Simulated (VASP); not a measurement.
The system is RuSe.

```xyz
2
Lattice="0.0000 2.5704 2.5704 2.5704 0.0000 2.5704 2.5704 2.5704 0.0000" Properties=species:S:1:pos:R:3 pbc="T T T"
Ru    2.5704    2.5704    2.5704
Se    0.0000    0.0000    0.0000
```

Base run:

- Program: VASP 6.6.1
- Functional: PBEsol
- Potentials or basis: VASP PAW PBE potentials, release 64 (Ru_pv, Se)
- Cutoff: 520 eV
- k mesh: 12 × 12 × 12
- Occupations: gaussian, width 0.05 eV
- Spin: no spin polarisation

Its results: band gap on the k mesh zero (bands 10 and 11 overlap by 1.52 eV); pressure -6.3 GPa.

Problem. The run is repeated on the same cell with these changes: functional from PBEsol to PBE. What comes out?

Solution. Band gap on the k mesh zero (bands 10 and 11 overlap by 1.52 eV); pressure 0.2 GPa.

PBE binds less tightly than PBEsol, so the same cell stands under more pressure.

Caveats: the cell stands under tension (at least some runs); the PAW data sets were made with another functional, which shifts forces and pressure a little (at least some runs).
